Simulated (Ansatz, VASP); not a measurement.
# AlGaN2: VASP beside Ansatz

```
CELL_PARAMETERS angstrom
2.95952 0.00000 0.00000
0.00000 2.95952 0.00000
0.00000 0.00000 4.27472
ATOMIC_POSITIONS crystal
Al 0.50000 0.50000 0.50000
Ga 0.00000 0.00000 0.00000
N 0.50000 0.00000 0.74005
N 0.00000 0.50000 0.25995
```

Change from the starting cell: strain -0.050 along x and y, -0.025 along z, atoms carried along.

Alike in both runs: task single point; functional LDA; k mesh 8 × 8 × 6; occupations gaussian, width 0.05 eV; no spin polarisation.

|  | VASP | Ansatz |
| --- | --- | --- |
| version | VASP 6.6.1 | Ansatz 0.2.0 |
| potentials or method | VASP PAW LDA potentials, release 64 (Al, Ga_d, N), cutoff 520 eV | scalar-relativistic, plane waves, PAW |
| valence electrons in the cell | 26 | 26 |

Ansatz gave:

| Item | Value |
| --- | --- |
| gap on the k mesh at the Fermi level (eV) | 3.20 |
| least direct gap on the mesh (eV) | 3.70 |
| pressure (GPa) | 34.2 |
| traceless stress, the component that is largest in VASP (GPa) | -2.37 |
| rms of the force components (eV/Å) | 0.012 |

Which values does VASP return?

gap on the k mesh at the Fermi level (eV): 3.17; least direct gap on the mesh (eV): 3.69; pressure (GPa): 35.8; traceless stress, the component that is largest in VASP (GPa): -2.34; rms of the force components (eV/Å): 0.023.

LDA's correlation is that of Perdew and Zunger in VASP and of Perdew and Wang (1992) in Ansatz. Atom by atom the forces differ by 0.011 eV/Å (rms over components). Both programs put the cell under a high pressure, so it lies far from rest at this level.
